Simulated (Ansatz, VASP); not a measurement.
**SnSe2 in VASP and in Ansatz**

```xyz
3
Lattice="3.4807 0.0000 0.0000 -1.7403 3.0144 0.0000 0.0000 0.0000 6.5346" Properties=species:S:1:pos:R:3 pbc="T T T"
Sn    0.0000    0.0000    0.0000
Se    0.0000    2.0096    1.7326
Se    1.7403    1.0048    4.8021
```

Alike in both runs: task single point; functional PBE; dispersion D3(BJ); k mesh 12 × 12 × 6; occupations gaussian, width 0.03 eV; no spin polarisation.

|  | VASP | Ansatz |
| --- | --- | --- |
| version | VASP 6.6.1 | Ansatz 0.2.0 |
| potentials or method | VASP PAW PBE potentials, release 64 (Sn_d, Se), cutoff 500 eV | scalar-relativistic, plane waves, PAW |
| valence electrons in the cell | 26 | 46 |

|  | VASP | Ansatz | Ansatz less VASP |
| --- | --- | --- | --- |
| gap on the k mesh at the Fermi level (eV) | none | none | - |
| pressure (GPa) | 10.0 | 9.9 | -0.11 |
| traceless stress, the component that is largest in VASP (GPa) | -11.27 | -11.31 | -0.046 |
| rms of the force components (eV/Å) | 0.029 | 0.039 | +0.0104 |

Atom by atom the forces differ by 0.010 eV/Å (rms over components). A gap of «none» marks a metal or a gap that the smearing closes. VASP's potentials hold 26 valence electrons a cell and Ansatz's 46, so a difference there can come from the potentials and not from the codes.
